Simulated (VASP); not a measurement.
Here is a VASP 6.6.1 calculation.

Contents of POSCAR:

```
SrGa3
1.0
    4.5284779453      0.0000000000      0.0000000000
    0.0000000000      4.5284779453      0.0000000000
    0.0000000000      0.0000000000      4.5284779453
Sr Ga
1 3
Direct
    0.0000000000      0.0000000000      0.0000000000
    0.0000000000      0.5000000000      0.5000000000
    0.5000000000      0.5000000000      0.0000000000
    0.5000000000      0.0000000000      0.5000000000
```

File INCAR.step1:

```
SYSTEM = SrGa3
  ALGO = Normal
  EDIFF = 1E-4
  ENCUT = 520
  GGA = PE
  ISMEAR = 0
  LASPH = .TRUE.
  LCHARG = .FALSE.
  LREAL = .FALSE.
  LWAVE = .TRUE.
  NBANDS = 32
  NELM = 100
  PREC = Accurate
  SIGMA = 0.05
```

Contents of INCAR.step2:

```
SYSTEM = SrGa3
  ALGO = Normal
  EDIFF = 1E-6
  ENCUT = 520
  ISIF = 2
  ISMEAR = 0
  ISTART = 1
  LASPH = .TRUE.
  LCHARG = .TRUE.
  LELF = .TRUE.
  LMIXTAU = .TRUE.
  LREAL = .FALSE.
  LVHAR = .TRUE.
  LWAVE = .FALSE.
  METAGGA = R2SCAN
  NBANDS = 32
  NELM = 100
  PREC = Accurate
  SIGMA = 0.05
```

The input KPOINTS:

```
k-points
0
G
  8 8 8
  0 0 0
```

Potentials or basis: VASP PAW PBE potentials, release 64 (Sr_sv, Ga_d).

Run with:

```bash
$ cat potpaw_PBE.64/Sr_sv/POTCAR potpaw_PBE.64/Ga_d/POTCAR > POTCAR
$ cp INCAR.step1 INCAR
$ mpirun -np 1 vasp_std > vasp.out
$ cp INCAR.step2 INCAR
$ mpirun -np 1 vasp_std > vasp.out
```

Problem. Predict the band gap on the k mesh.

Solution. Zero (an odd number of electrons rules out a gap without spin polarisation).

Problem. Estimate the pressure.

Solution. -1.2 GPa.

Caveat: the PAW data sets were made with another functional, which shifts forces and pressure a little.
